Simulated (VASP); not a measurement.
# CdS (R3m) in VASP: G0W0 quasiparticle levels with PBE

Aim: the G0W0 quasiparticle levels of CdS with PBE.

All numbers are computed with VASP 6.6.1; they aren't measurements. Logs are shortened: lines on timing, memory, paths and dates and some standing lists are left out, and cuts for length are marked.

## 1. The cell of the first run

The structure is trigonal, space group R3m (No. 160). The conventional cell has a = 4.323 Å, b = 4.323 Å, c = 9.823 Å, α = 90.00°, β = 90.00°, γ = 120.00°. Cd (site symmetry 3m) has 4 S at 2.56 to 2.60 Å within 3.4 Å. S (site symmetry 3m) has 4 Cd at 2.56 to 2.60 Å within 3.4 Å.

## 2. G0W0 quasiparticle levels, PBE

Input file POSCAR:

```
CdS
1.0
   -0.1473944400      2.9093889967      2.9093889967
    2.9093889967     -0.1473944400      2.9093889967
    2.9093889967      2.9093889967     -0.1473944400
Cd S
1 1
Direct
   -0.0052806013     -0.0052806013     -0.0052806013
    0.2552806013      0.2552806013      0.2552806013
```

Input file INCAR.step1:

```
SYSTEM = CdS
PREC     = Accurate       ! precision mode
ENCUT    = 500            ! plane-wave cutoff, eV
EDIFF    = 1E-8           ! SCF threshold, eV
ISMEAR   = 0              ! smearing method
SIGMA    = 0.01           ! smearing width, eV
LREAL    = .False.        ! projectors in reciprocal space
LASPH    = .True.         ! aspherical terms in the spheres
NELM     = 60             ! most SCF steps
ALGO     = Normal         ! electronic algorithm
LWAVE    = .True.         ! write WAVECAR
LCHARG   = .False.        ! write CHGCAR
GGA      = PE             ! functional
```

Input file INCAR.step2:

```
SYSTEM = CdS
PREC     = Accurate       ! precision mode
ENCUT    = 500            ! plane-wave cutoff, eV
EDIFF    = 1E-8           ! SCF threshold, eV
ISMEAR   = 0              ! smearing method
SIGMA    = 0.01           ! smearing width, eV
LREAL    = .False.        ! projectors in reciprocal space
LASPH    = .True.         ! aspherical terms in the spheres
NELM     = 1              ! most SCF steps
ALGO     = Exact          ! electronic algorithm
LWAVE    = .True.         ! write WAVECAR
LCHARG   = .False.        ! write CHGCAR
GGA      = PE             ! functional
NBANDS   = 230            ! bands
LOPTICS  = .True.         ! frequency-dependent dielectric function
ISTART   = 1
```

Input file INCAR.step3:

```
SYSTEM = CdS
PREC     = Accurate       ! precision mode
ENCUT    = 500            ! plane-wave cutoff, eV
EDIFF    = 1E-8           ! SCF threshold, eV
ISMEAR   = 0              ! smearing method
SIGMA    = 0.01           ! smearing width, eV
LREAL    = .False.        ! projectors in reciprocal space
LASPH    = .True.         ! aspherical terms in the spheres
ALGO     = EVGW0          ! electronic algorithm
LWAVE    = .False.        ! write WAVECAR
LCHARG   = .False.        ! write CHGCAR
GGA      = PE             ! functional
NELMGW   = 1            
NBANDS   = 230            ! bands
ENCUTGW  = 150.0          ! cutoff of the response function
NOMEGA   = 96             ! frequency points
PRECFOCK = Fast         
ISTART   = 1            
NBANDSGW = 17           
OMEGAMAX = 20
```

Input file KPOINTS:

```
Automatic mesh
0
Gamma
  4 4 4
  0 0 0
```

Potentials or basis: VASP PAW PBE potentials, release 64 (Cd_GW, S_GW).

The run is started by

```console
> cat potpaw_PBE.64/Cd_GW/POTCAR potpaw_PBE.64/S_GW/POTCAR > POTCAR
> cp INCAR.step1 INCAR
> mpirun -np 1 vasp_std > vasp.out
> cp INCAR.step2 INCAR
> mpirun -np 1 vasp_std > vasp.out
> cp INCAR.step3 INCAR
> mpirun -np 1 vasp_std > vasp.out
```

OUTCAR:

```text
SYSTEM = CdS
   PREC = Accurate
   ENCUT = 500
   EDIFF = 1E-8
   ISMEAR = 0
   LREAL = .False.
   LASPH = .True.
   GGA = PE
   NELMGW = 1
   ENCUTGW = 150.0
   PRECFOCK = Fast
   ISTART = 1

 ion  position               nearest neighbor table
   1  0.995  0.995  0.995-   2 2.56   2 2.60   2 2.60   2 2.60
   2  0.255  0.255  0.255-   1 2.56   1 2.60   1 2.60   1 2.60

  LATTYP: Found a trigonal (rhomboedric) cell.
 ALAT       =     4.1171366007
 COS(alpha) =     0.4487624550

  Lattice vectors:

 A1 = (  -0.1473944400,   2.9093889967,   2.9093889967)
 A2 = (   2.9093889967,  -0.1473944400,   2.9093889967)
 A3 = (   2.9093889967,   2.9093889967,  -0.1473944400)

Analysis of symmetry for initial positions (statically):
=====================================================================
 Subroutine PRICEL returns:
 Original cell was already a primitive cell.

 Routine SETGRP: Setting up the symmetry group for a
 trigonal (rhombohedral) supercell.

 Subroutine GETGRP returns: Found  6 space group operations
 (whereof  6 operations were pure point group operations)
 out of a pool of 12 trial point group operations.

The static configuration has the point symmetry C_3v.

Analysis of symmetry for dynamics (positions and initial velocities):
=====================================================================
 Subroutine PRICEL returns:
 Original cell was already a primitive cell.

 Routine SETGRP: Setting up the symmetry group for a
 trigonal (rhombohedral) supercell.

 Subroutine GETGRP returns: Found  6 space group operations
 (whereof  6 operations were pure point group operations)
 out of a pool of 12 trial point group operations.

The dynamic configuration has the point symmetry C_3v.

 Subroutine INISYM returns: Found  6 space group operations
 (whereof  6 operations are pure point group operations),
 and found     1 'primitive' translations

----------------------------------------------------------------------------------------

                                     Primitive cell

  volume of cell :      52.9930

  direct lattice vectors                    reciprocal lattice vectors
    -0.147394440  2.909388997  2.909388997    -0.159319571  0.167821694  0.167821694
     2.909388997 -0.147394440  2.909388997     0.167821694 -0.159319571  0.167821694
     2.909388997  2.909388997 -0.147394440     0.167821694  0.167821694 -0.159319571

  length of vectors
     4.117136601  4.117136601  4.117136601     0.285851303  0.285851303  0.285851303

  position of ions in fractional coordinates (direct lattice)
     0.994719399  0.994719399  0.994719399
     0.255280601  0.255280601  0.255280601

  ion indices of the primitive-cell ions
   primitive index   ion index
                 1           1
                 2           2

----------------------------------------------------------------------------------------

 KPOINTS: Automatic mesh

Automatic generation of k-mesh.
 Grid dimensions read from file:
 generate k-points for:    4    4    4

 Generating k-lattice:

  Cartesian coordinates                     Fractional coordinates (reciprocal lattice)
    -0.039829893  0.041955424  0.041955424     0.250000000  0.000000000  0.000000000
     0.041955424 -0.039829893  0.041955424     0.000000000  0.250000000  0.000000000
     0.041955424  0.041955424 -0.039829893     0.000000000  0.000000000  0.250000000

  Length of vectors
     0.071462826  0.071462826  0.071462826

  Shift w.r.t. Gamma in fractional coordinates (k-lattice)
     0.000000000  0.000000000  0.000000000

 Subroutine IBZKPT returns following result:
 ===========================================

 Found     13 irreducible k-points:

 Following reciprocal coordinates:
            Coordinates               Weight
  0.000000  0.000000  0.000000      1.000000
  0.250000  0.000000 -0.000000      6.000000
  0.500000  0.000000 -0.000000      3.000000
  0.250000  0.250000 -0.000000      6.000000
  0.500000  0.250000 -0.000000     12.000000
 -0.250000  0.250000  0.000000      6.000000
  0.500000  0.500000 -0.000000      3.000000
  0.250000  0.250000  0.250000      2.000000
  0.500000  0.250000  0.250000      6.000000
 -0.250000  0.250000  0.250000      6.000000
  0.500000  0.500000  0.250000      6.000000
 -0.250000  0.500000  0.250000      6.000000
  0.500000  0.500000  0.500000      1.000000
   k-points           NKPTS =     13   k-points in BZ     NKDIM =     64   number of bands    NBANDS=    230
   number of dos      NEDOS =    301   number of ions     NIONS =      2
   total plane-waves  NPLWV =  27000
   dimension x,y,z NGX =    30 NGY =   30 NGZ =   30
   dimension x,y,z NGXF=    60 NGYF=   60 NGZF=   60
   ions per type =               1   1
   NGX,Y,Z   is equivalent  to a cutoff of  12.11, 12.11, 12.11 a.u.
   NGXF,Y,Z  is equivalent  to a cutoff of  24.23, 24.23, 24.23 a.u.
 SYSTEM =  CdS
   PREC   = accura    normal or accurate (medium, high low for compatibility)
   ISTART =      1    job   : 0-new  1-cont  2-samecut
   ICHARG =      0    charge: 1-file 2-atom 10-const
   ISPIN  =      1    spin polarized calculation?
   LNONCOLLINEAR =      F non collinear calculations
   LSORBIT =      F    spin-orbit coupling
   LASPH  =      T    aspherical Exc in radial PAW
   ENCUT  =  500.0 eV  36.75 Ry    6.06 a.u.   7.51  7.51  7.51*2*pi/ulx,y,z
   NELM   =     60;   NELMIN=  2; NELMDL=  0     # of ELM steps
   EDIFF  = 0.1E-07   stopping-criterion for ELM
   LREAL  =      F    real-space projection
   EDIFFG = 0.1E-06   stopping-criterion for IOM
   NSW    =      0    number of steps for IOM
   IBRION =     -1    ionic relax: 0-MD 1-quasi-New 2-CG
   NFREE  =      0    steps in history (QN), initial steepest desc. (CG)
   ISIF   =      0    stress and relaxation
   ISYM   =      3    0-nonsym 1-usesym 2-fastsym
   POTIM  = 0.5000    time-step for ionic-motion
   TEBEG  =    0.0;   TEEND  =   0.0 temperature during run
   PSTRESS=    0.0 pullay stress
   NELECT =      18.0000    total number of electrons
   NUPDOWN=      -1.0000    fix difference up-down
   EMIN   =  10.00;   EMAX   =-10.00  energy-range for DOS
   EFERMI =   0.00;   METHOD = LEGACY
   ISMEAR =     0;   SIGMA  =   0.01  broadening in eV -4-tet -1-fermi 0-gaus
   EFERMI_NEDOS =   21; number of points for ismear=-14 and -15
   IALGO  =     38    algorithm
   IMIX   =      4    mixing-type and parameters
     AMIX     =   0.40;   BMIX     =  1.00
     AMIX_MAG =   1.60;   BMIX_MAG =  1.00
  volume/ion in A,a.u.               =      26.50       178.81
  Fermi-wavevector in a.u.,A,eV,Ry     =   1.142246  2.158531 17.751866  1.304725
  Thomas-Fermi vector in A             =   2.278944
   LORBIT       =      0    0 simple, 1 ext, 2 COOP (PROOUT), +10 PAW based schemes
   GGA     = PE    functional components
   LHFCALC =     T    Hartree Fock is set to
   PRECFOCK=fast      Normal, Fast or Accurate (Low or Medium for compatibility)
   ENCUT4O =  -1.0   cutoff for four orbital integrals eV
   NKREDX  =     1    reduce k-point grid by
   NKREDY  =     1    reduce k-point grid by
   NKREDZ  =     1    reduce k-point grid by
   AEXX    =    1.0000 exact exchange contribution
   HFSCREEN=    0.0000 screening length (either q_TF or 0.3 A-1)
   HFSCREENC=   0.0000 screening length for correlation (either q_TF or 0.3 A-1)
   ENCUTFOCK=  -1.0 apply spherical cutoff to Coloumb kernel
   IVDW    =     0    specifies the selected vdW correction
   LEPSILON=     F    determine dielectric tensor
   LRPA    =     F    only Hartree local field effects (RPA)
   LRPAFORCE           =     F    calculate RPA forces
   ENCUTGW             = 150.0    cutoff for response function in eV
   ENCUTGWSOFT         = 120.0    soft cutoff for Coulomb kernel in GW response function in eV
   ENCUTLF             =  -1.0    cutoff for local field effects
   NELMGW              =     1    number of iterations in solving QP/BSE equation
   NELMHF              =     1    number of iterations in the inner HF iteration
   NKREDLFX            =     1    NKREDLFY  =   1   NKREDLFZ  =   1
 non-spin polarized calculation
 Gauss-broadening in eV      SIGMA  =   0.01
  energy-cutoff  :      500.00
  volume of cell :       52.99
 maximum number of plane-waves:      1362
  NGX = 18; NGY = 18; NGZ = 18
   NGX = 15   NGY = 15   NGZ = 15
 maximum number of plane-waves:       228
 NGX is ok and might be reduce to    18

 QP shifts <psi_nk| G(iteration)W_0 |psi_nk>: iteration 1
 for sc-GW calculations column KS-energies equals QP-energies in previous step
 and V_xc(KS)=  KS-energies - (<T + V_ion + V_H > + <T+V_H+V_ion>^1  + <V_x>^1)

 k-point   1 :       0.0000    0.0000    0.0000
  band No.  KS-energies  QP-energies   sigma(KS)   V_xc(KS)     V^pw_x(r,r')   Z            occupation Imag(sigma)

      1      -9.9213     -10.2756     -13.5912     -12.9842     -20.8253       0.5839       2.0000       0.9968
      2      -5.4930      -7.2966     -17.8243     -15.1708     -22.9282       0.6797       2.0000       0.1662
      3      -5.4930      -7.2966     -17.8243     -15.1708     -22.9282       0.6797       2.0000       0.1662
      4      -5.4646      -7.2749     -17.9195     -15.2538     -23.0349       0.6791       2.0000       0.1697
      5      -5.1003      -7.0270     -18.2915     -15.4965     -23.2539       0.6893       2.0000       0.1056
      6      -5.1003      -7.0270     -18.2915     -15.4965     -23.2539       0.6893       2.0000       0.1056
[... 9 lines left out ...]
     16      13.3267      13.6465      -9.9228     -10.3659      -4.7028       0.7218       0.0000      -0.2768
     17      15.0487      14.8422      -7.2870      -7.0035      -2.0364       0.7282       0.0000      -0.4219

 k-point   2 :       0.2500    0.0000   -0.0000
  band No.  KS-energies  QP-energies   sigma(KS)   V_xc(KS)     V^pw_x(r,r')   Z            occupation Imag(sigma)

      1      -9.7415     -10.1327     -13.8697     -13.2235     -21.0207       0.6053       2.0000       0.9897
      2      -5.4328      -7.2510     -17.9029     -15.2317     -22.9940       0.6807       2.0000       0.1602
      3      -5.4219      -7.2400     -17.9505     -15.2808     -23.0576       0.6810       2.0000       0.1683
      4      -5.2697      -7.0605     -17.7187     -15.0975     -22.7595       0.6832       2.0000       0.1724
      5      -5.1034      -7.0271     -18.2813     -15.4904     -23.2502       0.6893       2.0000       0.1076
      6      -5.0884      -7.0168     -18.2989     -15.5052     -23.2670       0.6903       2.0000       0.1077
[... 9 lines left out ...]
     16      13.3383      13.1447      -7.3244      -7.0619      -2.2300       0.7375       0.0000      -0.3302
     17      16.3545      16.3488      -8.3051      -8.2974      -2.6016       0.7428       0.0000      -0.5991

 k-point   3 :       0.5000    0.0000   -0.0000
  band No.  KS-energies  QP-energies   sigma(KS)   V_xc(KS)     V^pw_x(r,r')   Z            occupation Imag(sigma)
[... 190 lines left out ...]
      1      -9.4334      -9.8878     -14.4122     -13.6933     -21.4422       0.6320       2.0000       0.9478
      2      -5.3077      -7.1583     -18.0005     -15.3013     -23.0586       0.6856       2.0000       0.1565
      3      -5.2687      -7.1365     -18.0795     -15.3588     -23.1271       0.6865       2.0000       0.1452
      4      -5.1319      -7.0483     -18.2779     -15.4988     -23.2783       0.6896       2.0000       0.1216
      5      -5.0875      -7.0064     -18.2575     -15.4748     -23.2308       0.6896       2.0000       0.1128
      6      -4.5785      -6.3711     -18.2487     -15.6536     -23.2299       0.6908       2.0000       0.1494
[... 9 lines left out ...]
     16      14.9158      14.9710      -9.0025      -9.0780      -3.4687       0.7300       0.0000      -0.4735
     17      15.5169      15.9272     -10.4759     -11.0439      -4.5417       0.7223       0.0000      -0.5261

 k-point  13 :       0.5000    0.5000    0.5000
  band No.  KS-energies  QP-energies   sigma(KS)   V_xc(KS)     V^pw_x(r,r')   Z            occupation Imag(sigma)

      1      -9.5094      -9.9571     -14.3007     -13.5871     -21.3514       0.6273       2.0000       0.9587
      2      -5.3892      -7.2118     -17.9208     -15.2460     -22.9969       0.6814       2.0000       0.1578
      3      -5.3892      -7.2118     -17.9208     -15.2460     -22.9969       0.6814       2.0000       0.1578
      4      -5.0559      -6.9879     -18.3597     -15.5628     -23.3412       0.6908       2.0000       0.1095
      5      -5.0559      -6.9879     -18.3597     -15.5628     -23.3412       0.6908       2.0000       0.1095
      6      -4.6954      -6.5047     -18.1807     -15.5662     -23.1724       0.6920       2.0000       0.1574
[... 9 lines left out ...]
     16      14.3761      14.7308     -10.0892     -10.5766      -4.4494       0.7278       0.0000      -0.4054
     17      15.6150      15.9009      -9.7124     -10.1032      -3.8881       0.7316       0.0000      -0.5868
```

Wall time 17 min (1 thread of Intel Xeon Platinum 8259CL at 2.50GHz (Skylake/Cascade Lake), shared host); peak memory 0.77 GiB.

What came out:

```
Quasiparticle gap                                   : 1.51 eV
Least direct quasiparticle gap                      : 1.51 eV
Band gap of the starting levels on the mesh         : 0.82 eV
Least direct gap of the starting levels on the mesh : 0.82 eV
```

Caveat: the k points lie up to 0.45 Å⁻¹ apart; bands, screening cutoff and mesh are small and nothing is extrapolated, so the quasiparticle values aren't converged; the structure was generated, so it needn't be the stable form of CdS.
